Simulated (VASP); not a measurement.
# In3As (P4/mmm) in VASP: a series of runs

The runs below take In3As through single point, with PBE.

Program: VASP 6.6.1. These are calculated values, not measurements. Logs are shortened: lines on timing, memory, paths and dates and some standing lists are left out, and cuts for length are marked.

### 1 The cell of the first run

The structure is tetragonal, space group P4/mmm (No. 123). Conventional cell: a = 4.765 Å, b = 4.765 Å, c = 4.672 Å, α = 90.00°, β = 90.00°, γ = 90.00°. In (site symmetry 4/mmm) has 8 In at 3.34 Å and 4 As at 3.37 Å within 4.4 Å. Within 4.4 Å of In (site symmetry mmm) lie 8 In at 3.34 to 3.37 Å and 4 As at 3.34 Å. Within 4.4 Å of As (site symmetry 4/mmm) lie 12 In at 3.34 to 3.37 Å.

### 2 Single point, PBE

Contents of INCAR:

```
SYSTEM = In3As
ALGO = Fast
EDIFF = 1E-6
ENCUT = 520
GGA = PE
ISIF = 2
ISMEAR = -1
LASPH = .True.
LCHARG = .False.
LREAL = .False.
LWAVE = .False.
NBANDS = 30
NELM = 100
PREC = Accurate
SIGMA = 0.05
```

Contents of KPOINTS:

```
k-points
0
Gamma
  5 5 5
  0 0 0
```

Contents of POSCAR:

```
In3As
1.0
    4.7651146200      0.0000000000      0.0000000000
    0.0000000000      4.7651146200      0.0000000000
    0.0000000000      0.0000000000      4.6716810000
In As
3 1
Direct
    0.5000000000      0.5000000000      0.0000000000
    0.5000000000      0.0000000000      0.5000000000
    0.0000000000      0.5000000000      0.5000000000
    0.0000000000      0.0000000000      0.0000000000
```

Potentials or basis: VASP PAW PBE potentials, release 64 (In_d, As).

On the command line:

```console
> cat potpaw_PBE.64/In_d/POTCAR potpaw_PBE.64/As/POTCAR > POTCAR
> mpirun -np 1 vasp_std > vasp.out
```

OUTCAR:

```text
SYSTEM = In3As
   EDIFF = 1E-6
   ENCUT = 520
   GGA = PE
   ISIF = 2
   ISMEAR = -1
   LASPH = .True.
   LREAL = .False.
   NELM = 100
   PREC = Accurate

 ion  position               nearest neighbor table
   1  0.500  0.500  0.000-   2 3.34   3 3.34   2 3.34   3 3.34   2 3.34   2 3.34   3 3.34   3 3.34
                             4 3.37   4 3.37   4 3.37   4 3.37
   2  0.500  0.000  0.500-   1 3.34   4 3.34   1 3.34   4 3.34   1 3.34   1 3.34   4 3.34   4 3.34
                             3 3.37   3 3.37   3 3.37   3 3.37
   3  0.000  0.500  0.500-   1 3.34   4 3.34   1 3.34   4 3.34   4 3.34   4 3.34   1 3.34   1 3.34
                             2 3.37   2 3.37   2 3.37   2 3.37
   4  0.000  0.000  0.000-   2 3.34   3 3.34   2 3.34   3 3.34   3 3.34   3 3.34   2 3.34   2 3.34
                             1 3.37   1 3.37   1 3.37   1 3.37

  LATTYP: Found a simple tetragonal cell.
 ALAT       =     4.7651146200
 C/A-ratio  =     0.9803921569

  Lattice vectors:

 A1 = (   4.7651146200,   0.0000000000,   0.0000000000)
 A2 = (   0.0000000000,   4.7651146200,   0.0000000000)
 A3 = (   0.0000000000,   0.0000000000,   4.6716810000)

Analysis of symmetry for initial positions (statically):
=====================================================================
 Subroutine PRICEL returns:
 Original cell was already a primitive cell.

 Routine SETGRP: Setting up the symmetry group for a
 simple tetragonal supercell.

 Subroutine GETGRP returns: Found 16 space group operations
 (whereof 16 operations were pure point group operations)
 out of a pool of 16 trial point group operations.

The static configuration has the point symmetry D_4h.

Analysis of symmetry for dynamics (positions and initial velocities):
=====================================================================
 Subroutine PRICEL returns:
 Original cell was already a primitive cell.

 Routine SETGRP: Setting up the symmetry group for a
 simple tetragonal supercell.

 Subroutine GETGRP returns: Found 16 space group operations
 (whereof 16 operations were pure point group operations)
 out of a pool of 16 trial point group operations.

The dynamic configuration has the point symmetry D_4h.

 Subroutine INISYM returns: Found 16 space group operations
 (whereof 16 operations are pure point group operations),
 and found     1 'primitive' translations
[... 88 lines left out ...]
   LSORBIT =      F    spin-orbit coupling
   LASPH  =      T    aspherical Exc in radial PAW
   ENCUT  =  520.0 eV  38.22 Ry    6.18 a.u.   8.86  8.86  8.69*2*pi/ulx,y,z
   NELM   =    100;   NELMIN=  2; NELMDL= -5     # of ELM steps
   EDIFF  = 0.1E-05   stopping-criterion for ELM
   LREAL  =      F    real-space projection
   EDIFFG = 0.1E-04   stopping-criterion for IOM
   NSW    =      0    number of steps for IOM
   IBRION =     -1    ionic relax: 0-MD 1-quasi-New 2-CG
   NFREE  =      0    steps in history (QN), initial steepest desc. (CG)
   ISIF   =      2    stress and relaxation
   ISYM   =      2    0-nonsym 1-usesym 2-fastsym
   POTIM  = 0.5000    time-step for ionic-motion
   TEBEG  =    0.0;   TEEND  =   0.0 temperature during run
   PSTRESS=    0.0 pullay stress
   NELECT =      44.0000    total number of electrons
   NUPDOWN=      -1.0000    fix difference up-down
   EMIN   =  10.00;   EMAX   =-10.00  energy-range for DOS
   EFERMI =   0.00;   METHOD = LEGACY
   ISMEAR =    -1;   SIGMA  =   0.05  broadening in eV -4-tet -1-fermi 0-gaus
   EFERMI_NEDOS =   21; number of points for ismear=-14 and -15
   IALGO  =     68    algorithm
   IMIX   =      4    mixing-type and parameters
     AMIX     =   0.40;   BMIX     =  1.00
     AMIX_MAG =   1.60;   BMIX_MAG =  1.00
  volume/ion in A,a.u.               =      26.52       178.96
  Fermi-wavevector in a.u.,A,eV,Ry     =   1.220916  2.307197 20.281330  1.490636
  Thomas-Fermi vector in A             =   2.356117
   LORBIT       =      0    0 simple, 1 ext, 2 COOP (PROOUT), +10 PAW based schemes
   GGA     = PE    functional components
   LHFCALC =     F    Hartree Fock is set to
   AEXX    =    0.0000 exact exchange contribution
   IVDW    =     0    specifies the selected vdW correction
   LEPSILON=     F    determine dielectric tensor
   LRPA    =     F    only Hartree local field effects (RPA)
 non-spin polarized calculation
 RMM-DIIS sequential band-by-band and
  energy-cutoff  :      520.00
  volume of cell :      106.08
 maximum number of plane-waves:      2897
 NGX is ok and might be reduce to    36
   NGX = 17   NGY = 17   NGZ = 17

 number of electron      44.0000035 magnetization

 Free energy of the ion-electron system (eV)
  ---------------------------------------------------
  ext. energy  EPLUGINS =         0.00000000
  ---------------------------------------------------
  free energy    TOTEN  =       -11.95093245 eV

  energy without entropy =      -11.92441783  energy(sigma->0) =      -11.93767514

 E-fermi :   6.3326     XC(G=0):  -9.9546

 val. band max:        6.2747919564   @ k =   0.0000   0.0000   0.2000
 cond. band min:       6.3326954415   @ k =   0.0000   0.0000   0.4000
 fundamental gap:      0.0579034851
 Fermi energy:         6.3325685220

 k-point     1 :       0.0000    0.0000    0.0000
  band No.  band energies     occupation
      1      -8.4540      2.00000
      2      -8.4540      2.00000
      3      -8.4528      2.00000
      4      -8.4253      2.00000
      5      -8.2983      2.00000
      6      -8.2632      2.00000
[... 583 lines left out ...]
     29      14.1747      0.00000
     30      14.4069      0.00000

------------------------ aborting loop because EDIFF is reached ----------------------------------------

  FORCE on cell =-STRESS in cart. coord.  units (eV):
  Direction    XX          YY          ZZ          XY          YZ          ZX
  --------------------------------------------------------------------------------------
  -------------------------------------------------------------------------------------
  Total       -0.4086291     -0.4086291     -0.4001420      0.0000000      0.0000000     -0.0000000
  in kB       -6.1719159     -6.1719159     -6.0437272      0.0000000      0.0000000     -0.0000000
  external PRESSURE =      -6.1291863 kB  Pullay stress =       0.0000000 kB

 VOLUME and BASIS-vectors are now :
 -----------------------------------------------------------------------------
  energy-cutoff  :      520.00
  volume of cell :      106.08
      direct lattice vectors                 reciprocal lattice vectors
     4.765114620  0.000000000  0.000000000     0.209858541  0.000000000  0.000000000
     0.000000000  4.765114620  0.000000000     0.000000000  0.209858541  0.000000000
     0.000000000  0.000000000  4.671681000     0.000000000  0.000000000  0.214055711

 POSITION                                       TOTAL-FORCE (eV/Angst)
 -----------------------------------------------------------------------------------
      2.38256      2.38256      0.00000         0.000000      0.000000      0.000000
      2.38256      0.00000      2.33584         0.000000      0.000000      0.000000
      0.00000      2.38256      2.33584         0.000000      0.000000      0.000000
      0.00000      0.00000      0.00000         0.000000      0.000000      0.000000
 -----------------------------------------------------------------------------------
    total drift:                                0.000000      0.000000      0.000000

  FREE ENERGIE OF THE ION-ELECTRON SYSTEM (eV)
  ---------------------------------------------------
  free  energy   TOTEN  =       -11.9509324541 eV

  energy  without entropy=      -11.9244178303  energy(sigma->0) =      -11.93767514
```

OSZICAR:

```text
N       E                     dE             d eps       ncg     rms          rms(c)
DAV:   1     0.394244974728E+03    0.39424E+03   -0.21294E+04  1080   0.189E+03
DAV:   2     0.265753999384E+02   -0.36767E+03   -0.36040E+03  1080   0.443E+02
DAV:   3    -0.105857363677E+02   -0.37161E+02   -0.36220E+02  1340   0.158E+02
DAV:   4    -0.121609396478E+02   -0.15752E+01   -0.15706E+01  1236   0.338E+01
DAV:   5    -0.122318942717E+02   -0.70955E-01   -0.70950E-01  1516   0.624E+00    0.400E+00
RMM:   6    -0.119618053874E+02    0.27009E+00   -0.43166E-01  1195   0.469E+00    0.210E+00
RMM:   7    -0.119537991980E+02    0.80062E-02   -0.55811E-02  1393   0.169E+00    0.110E+00
RMM:   8    -0.119504697382E+02    0.33295E-02   -0.20494E-02  1268   0.897E-01    0.134E-01
RMM:   9    -0.119507949321E+02   -0.32519E-03   -0.49464E-03  1663   0.568E-01    0.136E-01
RMM:  10    -0.119508915122E+02   -0.96580E-04   -0.10576E-03  1519   0.199E-01    0.120E-01
RMM:  11    -0.119509290858E+02   -0.37574E-04   -0.27475E-04  1576   0.123E-01    0.119E-01
RMM:  12    -0.119509284327E+02    0.65312E-06   -0.93130E-05  1367   0.759E-02    0.305E-02
RMM:  13    -0.119509321326E+02   -0.36999E-05   -0.44684E-05  1733   0.361E-02    0.374E-02
RMM:  14    -0.119509324541E+02   -0.32152E-06   -0.61224E-06   926   0.144E-02
   1 F= -.11950932E+02 E0= -.11937675E+02  d E =-.265146E-01
```

stdout:

```text
POSCAR found type information on POSCAR InAs
 POSCAR found :  2 types and       4 ions
 scaLAPACK will be used
 LDA part: xc-table for (Slater+PW92), standard interpolation
 POSCAR, INCAR and KPOINTS ok, starting setup
 FFT: planning ... GRIDC
 FFT: planning ... GRID_SOFT
 FFT: planning ... GRID
 WAVECAR not read
 entering main loop
```

Run time: 97 s. Hardware: 1 thread of Intel Xeon 8259CL, shared host; peak memory 0.23 GiB.

What came out:

* Free energy: -11.9509 eV
* Pressure: -0.6 GPa
* Band gap on the k mesh: zero (bands 22 and 23 overlap by 2.17 eV)

Levels at points of the mesh, in eV from the Fermi level:
```tsv
k point	band 19	band 20	band 21	band 22	band 23	band 24	band 25	band 26
(0.00, 0.00, 0.00)	-2.85	-2.69	-2.20	-1.98	1.91	1.91	1.96	4.34
```

Caveat: spin-orbit coupling is left out, which moves the levels of the heavy elements.

### 3 Single point, PBE

This run uses another cell than the first one, of 27.57 Å³/atom.

Contents of INCAR:

```
SYSTEM = In3As
  ALGO = Normal
  EDIFF = 1E-6
  ENCUT = 520
  GGA = PE
  ISIF = 2
  ISMEAR = -1
  LASPH = .TRUE.
  LCHARG = .FALSE.
  LREAL = .FALSE.
  LWAVE = .FALSE.
  NBANDS = 30
  NELM = 80
  PREC = Accurate
  SIGMA = 0.05
```

Contents of KPOINTS:

```
k-points
0
G
  5 5 5
  0 0 0
```

Edit POSCAR of step 2 so:

```diff
@@ -2,4 +2,4 @@
 1.0
-    4.7651146200      0.0000000000      0.0000000000
-    0.0000000000      4.7651146200      0.0000000000
+    4.8585482400      0.0000000000      0.0000000000
+    0.0000000000      4.8585482400      0.0000000000
     0.0000000000      0.0000000000      4.6716810000
```

Potentials or basis: VASP PAW PBE potentials, release 64 (In_d, As).

On the command line:

```console
> cat potpaw_PBE.64/In_d/POTCAR potpaw_PBE.64/As/POTCAR > POTCAR
> mpirun -np 1 vasp_std > vasp.out
```

It took 82 s on 1 thread of Intel Xeon 8259CL, shared host; peak memory 0.22 GiB.

Results (log left out):

* Free energy: -11.9176 eV
* Pressure: -2.0 GPa
* Band gap on the k mesh: zero (bands 22 and 23 overlap by 2.15 eV)

Stress tensor (GPa, compression positive):
```
-1.95  0.00  0.00
 0.00 -1.95  0.00
 0.00  0.00 -2.14
```

Levels at points of the mesh, in eV from the Fermi level:
| k point | band 20 | band 21 | band 22 | band 23 | band 24 | band 25 |
| --- | --- | --- | --- | --- | --- | --- |
| (0.00, 0.00, 0.00) | -2.42 | -2.34 | -1.92 | 1.85 | 1.85 | 1.97 |

Caveat: spin-orbit coupling is left out, which moves the levels of the heavy elements.
